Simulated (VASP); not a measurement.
# LiZn3 (I4mm) in VASP: a series of runs

Runs on LiZn3. Level: LDA. Tasks: single point.

Program: VASP 6.6.1. These are calculated values, not measurements. Logs are shortened: lines on timing, memory, paths and dates and some standing lists are left out, and cuts for length are marked.

## Step 1: The cell of the first run

Symmetry: I4mm, No. 107, tetragonal system. The conventional cell has a = 4.258 Å, b = 4.258 Å, c = 6.022 Å, α = 90.00°, β = 90.00°, γ = 90.00°. Li (site symmetry 4mm) has 14 Zn at 2.50 to 3.21 Å within 3.3 Å. Within 3.3 Å of Zn (site symmetry 2mm) lie 4 Li at 2.50 to 2.73 Å and 10 Zn at 2.61 to 3.01 Å. Within 3.4 Å of Zn (site symmetry 4mm) lie 8 Zn at 2.61 Å and 6 Li at 2.81 to 3.21 Å.

## Step 2: Single point, LDA

Contents of INCAR:

```
PREC = Accurate
ENCUT = 520
EDIFF = 1E-7
ISMEAR = -1
SIGMA = 0.1
LREAL = F
LASPH = T
NELM = 60
ALGO = Normal
ISIF = 2
LWAVE = F
LCHARG = F
GGA = CA
NBANDS = 28
```

Contents of KPOINTS:

```
regular mesh
0
Gamma
  6 6 6
```

Contents of POSCAR:

```
LiZn3
1.0
    0.0000000000      3.0111100000      3.0111100000
    3.0111100000      0.0000000000      3.0111100000
    3.0111100000      3.0111100000      0.0000000000
Li Zn
1 3
Direct
    0.0332103444     -0.0332103444     -0.0332103444
    0.2500000000      0.2500000000      0.2500000000
    0.7500000000      0.7500000000      0.7500000000
    0.5000000000      0.5000000000      0.5000000000
```

Potentials or basis: VASP PAW LDA potentials, release 64 (Li_sv, Zn).

Started as:

```console
$ cat potpaw_LDA.64/Li_sv/POTCAR potpaw_LDA.64/Zn/POTCAR > POTCAR
$ mpirun -np 1 vasp_std > vasp.out
```

OUTCAR:

```text
PREC = Accurate
   ENCUT = 520
   EDIFF = 1E-7
   ISMEAR = -1
   LREAL = F
   LASPH = T
   NELM = 60
   ISIF = 2
   GGA = CA

 ion  position               nearest neighbor table
   1  0.033  0.967  0.967-   3 2.50   3 2.50   2 2.50   2 2.50   3 2.73   3 2.73   2 2.73   2 2.73
                             4 2.81
   2  0.250  0.250  0.250-   1 2.50   1 2.50   4 2.61   4 2.61   4 2.61   4 2.61   1 2.73   1 2.73
                             3 3.01   3 3.01   3 3.01   3 3.01   3 3.01   3 3.01
   3  0.750  0.750  0.750-   1 2.50   1 2.50   4 2.61   4 2.61   4 2.61   4 2.61   1 2.73   1 2.73
                             2 3.01   2 3.01   2 3.01   2 3.01   2 3.01   2 3.01
   4  0.500  0.500  0.500-   2 2.61   2 2.61   2 2.61   3 2.61   3 2.61   3 2.61   3 2.61   2 2.61
                             1 2.81

  LATTYP: Found a face centered cubic cell.
 ALAT       =     6.0222200000

  Lattice vectors:

 A1 = (   0.0000000000,   3.0111100000,   3.0111100000)
 A2 = (   3.0111100000,   0.0000000000,   3.0111100000)
 A3 = (   3.0111100000,   3.0111100000,   0.0000000000)

Analysis of symmetry for initial positions (statically):
=====================================================================
 Subroutine PRICEL returns:
 Original cell was already a primitive cell.

 Routine SETGRP: Setting up the symmetry group for a
 face centered cubic supercell.

 Subroutine GETGRP returns: Found  8 space group operations
 (whereof  8 operations were pure point group operations)
 out of a pool of 48 trial point group operations.

The static configuration has the point symmetry C_4v.

Analysis of symmetry for dynamics (positions and initial velocities):
=====================================================================
 Subroutine PRICEL returns:
 Original cell was already a primitive cell.

 Routine SETGRP: Setting up the symmetry group for a
 face centered cubic supercell.

 Subroutine GETGRP returns: Found  8 space group operations
 (whereof  8 operations were pure point group operations)
 out of a pool of 48 trial point group operations.

The dynamic configuration has the point symmetry C_4v.

 Subroutine INISYM returns: Found  8 space group operations
 (whereof  8 operations are pure point group operations),
 and found     1 'primitive' translations

----------------------------------------------------------------------------------------

                                     Primitive cell

  volume of cell :      54.6022

  direct lattice vectors                    reciprocal lattice vectors
[... 91 lines left out ...]
   EDIFF  = 0.1E-06   stopping-criterion for ELM
   LREAL  =      F    real-space projection
   EDIFFG = 0.1E-05   stopping-criterion for IOM
   NSW    =      0    number of steps for IOM
   IBRION =     -1    ionic relax: 0-MD 1-quasi-New 2-CG
   NFREE  =      0    steps in history (QN), initial steepest desc. (CG)
   ISIF   =      2    stress and relaxation
   ISYM   =      2    0-nonsym 1-usesym 2-fastsym
   POTIM  = 0.5000    time-step for ionic-motion
   TEBEG  =    0.0;   TEEND  =   0.0 temperature during run
   PSTRESS=    0.0 pullay stress
   NELECT =      39.0000    total number of electrons
   NUPDOWN=      -1.0000    fix difference up-down
   EMIN   =  10.00;   EMAX   =-10.00  energy-range for DOS
   EFERMI =   0.00;   METHOD = LEGACY
   ISMEAR =    -1;   SIGMA  =   0.10  broadening in eV -4-tet -1-fermi 0-gaus
   EFERMI_NEDOS =   21; number of points for ismear=-14 and -15
   IALGO  =     38    algorithm
   IMIX   =      4    mixing-type and parameters
     AMIX     =   0.40;   BMIX     =  1.00
     AMIX_MAG =   1.60;   BMIX_MAG =  1.00
  volume/ion in A,a.u.               =      13.65        92.12
  Fermi-wavevector in a.u.,A,eV,Ry     =   1.463389  2.765404 29.136971  2.141507
  Thomas-Fermi vector in A             =   2.579490
   LORBIT       =      0    0 simple, 1 ext, 2 COOP (PROOUT), +10 PAW based schemes
   GGA     = CA    functional components
   LHFCALC =     F    Hartree Fock is set to
   AEXX    =    0.0000 exact exchange contribution
   IVDW    =     0    specifies the selected vdW correction
   LEPSILON=     F    determine dielectric tensor
   LRPA    =     F    only Hartree local field effects (RPA)
 non-spin polarized calculation
  energy-cutoff  :      520.00
  volume of cell :       54.60
 maximum number of plane-waves:      1484
   NGX = 15   NGY = 15   NGZ = 15

 number of electron      39.0000008 magnetization

 Free energy of the ion-electron system (eV)
  ---------------------------------------------------
  ext. energy  EPLUGINS =         0.00000000
  ---------------------------------------------------
  free energy    TOTEN  =        -8.34602243 eV

  energy without entropy =       -8.31280943  energy(sigma->0) =       -8.32941593

 E-fermi :   2.9000     XC(G=0): -11.4768

 val. band max:        2.7569903579   @ k =   0.5000   0.1667   0.0000
 cond. band min:       2.9118246192   @ k =   0.0000   0.3333   0.1667
 fundamental gap:      0.1548342613
 Fermi energy:         2.9000027356

 k-point     1 :       0.0000    0.0000    0.0000
  band No.  band energies     occupation
      1     -42.1476      2.00000
      2      -6.6771      2.00000
      3      -5.2092      2.00000
      4      -5.2039      2.00000
      5      -4.9170      2.00000
      6      -4.9170      2.00000
[... 733 lines left out ...]
     27      12.9106      0.00000
     28      15.1000      0.00000

 [... further k-points ...]

------------------------ aborting loop because EDIFF is reached ----------------------------------------

  FORCE on cell =-STRESS in cart. coord.  units (eV):
  Direction    XX          YY          ZZ          XY          YZ          ZX
  --------------------------------------------------------------------------------------
  -------------------------------------------------------------------------------------
  Total       -1.2360606     -1.1952227     -1.1952227      0.0000000     -0.0000000      0.0000000
  in kB      -36.2694089    -35.0711149    -35.0711149      0.0000000     -0.0000000      0.0000000
  external PRESSURE =     -35.4705462 kB  Pullay stress =       0.0000000 kB

 VOLUME and BASIS-vectors are now :
 -----------------------------------------------------------------------------
  energy-cutoff  :      520.00
  volume of cell :       54.60
      direct lattice vectors                 reciprocal lattice vectors
     0.000000000  3.011110000  3.011110000    -0.166051722  0.166051722  0.166051722
     3.011110000  0.000000000  3.011110000     0.166051722 -0.166051722  0.166051722
     3.011110000  3.011110000  0.000000000     0.166051722  0.166051722 -0.166051722

 POSITION                                       TOTAL-FORCE (eV/Angst)
 -----------------------------------------------------------------------------------
      5.82222      3.01111      3.01111         0.608070      0.000000      0.000000
      1.50555      1.50555      1.50555        -0.280632      0.000000      0.000000
      4.51666      4.51666      4.51666        -0.280632      0.000000      0.000000
      3.01111      3.01111      3.01111        -0.046805      0.000000      0.000000
 -----------------------------------------------------------------------------------
    total drift:                                0.000131     -0.000000     -0.000000

  FREE ENERGIE OF THE ION-ELECTRON SYSTEM (eV)
  ---------------------------------------------------
  free  energy   TOTEN  =        -8.3460224290 eV

  energy  without entropy=       -8.3128094323  energy(sigma->0) =       -8.32941593
```

OSZICAR:

```text
N       E                     dE             d eps       ncg     rms          rms(c)
DAV:   1     0.223134024638E+03    0.22313E+03   -0.18105E+04  1680   0.204E+03
DAV:   2     0.632330698479E+01   -0.21681E+03   -0.21093E+03  1688   0.369E+02
DAV:   3    -0.867180643026E+01   -0.14995E+02   -0.14855E+02  2212   0.103E+02
DAV:   4    -0.911241442696E+01   -0.44061E+00   -0.43679E+00  2320   0.137E+01
DAV:   5    -0.911741696440E+01   -0.50025E-02   -0.50019E-02  1944   0.147E+00    0.536E+00
DAV:   6    -0.841645057580E+01    0.70097E+00   -0.30645E+00  2092   0.324E+01    0.380E+00
DAV:   7    -0.836811571374E+01    0.48335E-01   -0.28755E-01  2016   0.115E+01    0.189E+00
DAV:   8    -0.834830593077E+01    0.19810E-01   -0.73627E-02  2140   0.894E+00    0.464E-01
DAV:   9    -0.834600213895E+01    0.23038E-02   -0.16584E-02  2116   0.406E+00    0.131E-01
DAV:  10    -0.834599634924E+01    0.57897E-05   -0.53389E-03  2372   0.125E+00    0.646E-02
DAV:  11    -0.834602735489E+01   -0.31006E-04   -0.20810E-03  1956   0.122E+00    0.432E-02
DAV:  12    -0.834602233397E+01    0.50209E-05   -0.21666E-04  1928   0.521E-01    0.127E-02
DAV:  13    -0.834602208615E+01    0.24782E-06   -0.44140E-05  1944   0.118E-01    0.299E-03
DAV:  14    -0.834602254496E+01   -0.45881E-06   -0.53592E-06  1896   0.219E-02    0.322E-03
DAV:  15    -0.834602243428E+01    0.11068E-06   -0.20406E-07  1324   0.138E-02    0.105E-03
DAV:  16    -0.834602242897E+01    0.53051E-08   -0.46702E-08   920   0.126E-02
   1 F= -.83460224E+01 E0= -.83294159E+01  d E =-.332130E-01
```

Wall time 34 s (1 thread of Intel Xeon Platinum 8488C (Sapphire Rapids), shared host); peak memory 0.17 GiB.

What came out:

- Free energy: -8.3460 eV
- Largest force: 0.608 eV/Å

Forces on the atoms (eV/Å):
```
Li   0.608  0.000  0.000
Zn  -0.281  0.000  0.000
Zn  -0.281  0.000  0.000
Zn  -0.047  0.000  0.000
```

Levels at points of the mesh, in eV from the Fermi level:
| k point | band 18 | band 19 | band 20 | band 21 | band 22 | band 23 |
| --- | --- | --- | --- | --- | --- | --- |
| (0.00, 0.00, 0.00) | 2.63 | 2.63 | 2.73 | 3.16 | 3.49 | 3.58 |
| (0.50, 0.00, 0.00) | -5.80 | 1.36 | 1.39 | 2.39 | 2.40 | 2.46 |
| (0.50, 0.50, 0.00) | -4.83 | -1.96 | -1.96 | -0.58 | 2.72 | 10.08 |
| (0.00, 0.50, 0.50) | -4.84 | -1.98 | -1.98 | -0.57 | 2.76 | 9.93 |

Caveat: the cutoff is under 1.25 times the usual one of these potentials, so pressure, stress and relaxed cells hold a basis-set (Pulay) error.

## Step 3: Single point, LDA

Contents of INCAR:

```
SYSTEM = LiZn3
PREC = Accurate
ENCUT = 520
EDIFF = 1E-7
ISMEAR = -1
SIGMA = 0.1
LREAL = .False.
LASPH = .True.
NELM = 100
ALGO = Normal
ISIF = 2
LWAVE = .False.
LCHARG = .False.
NBANDS = 28
```

Contents of KPOINTS:

```
regular mesh
0
Gamma
  6 6 6
  0 0 0
```

POSCAR, as its differences from that of step 2:

```diff
@@ -8,3 +8,3 @@
 Direct
-    0.0332103444     -0.0332103444     -0.0332103444
+   -0.0332103444      0.0332103444      0.0332103444
     0.2500000000      0.2500000000      0.2500000000
```

Potentials or basis: VASP PAW LDA potentials, release 64 (Li_sv, Zn).

Started as:

```console
$ cat potpaw_LDA.64/Li_sv/POTCAR potpaw_LDA.64/Zn/POTCAR > POTCAR
$ mpirun -np 1 vasp_std > vasp.out
```

It took 34 s on 1 thread of Intel Xeon Platinum 8488C (Sapphire Rapids), shared host; peak memory 0.17 GiB.

It converged, with:

* Free energy: -8.3460 eV
* Largest force: 0.608 eV/Å

Forces on the atoms (eV/Å):
```
Li  -0.608  0.000  0.000
Zn   0.281  0.000  0.000
Zn   0.281  0.000  0.000
Zn   0.047  0.000  0.000
```

Levels at points of the mesh, in eV from the Fermi level:
```
           k point  band 17  band 18  band 19  band 20  band 21  band 22  band 23  band 24
(0.00, 0.00, 0.00)    -7.05     2.63     2.63     2.73     3.16     3.49     3.58     3.58
(0.50, 0.00, 0.00)    -6.09    -5.80     1.36     1.39     2.39     2.40     2.46     4.98
(0.50, 0.50, 0.00)    -5.29    -4.83    -1.96    -1.96    -0.58     2.72    10.08    10.16
(0.00, 0.50, 0.50)    -5.28    -4.84    -1.98    -1.98    -0.57     2.76     9.93     9.93
```

Caveat: the cutoff is under 1.25 times the usual one of these potentials, so pressure, stress and relaxed cells hold a basis-set (Pulay) error.
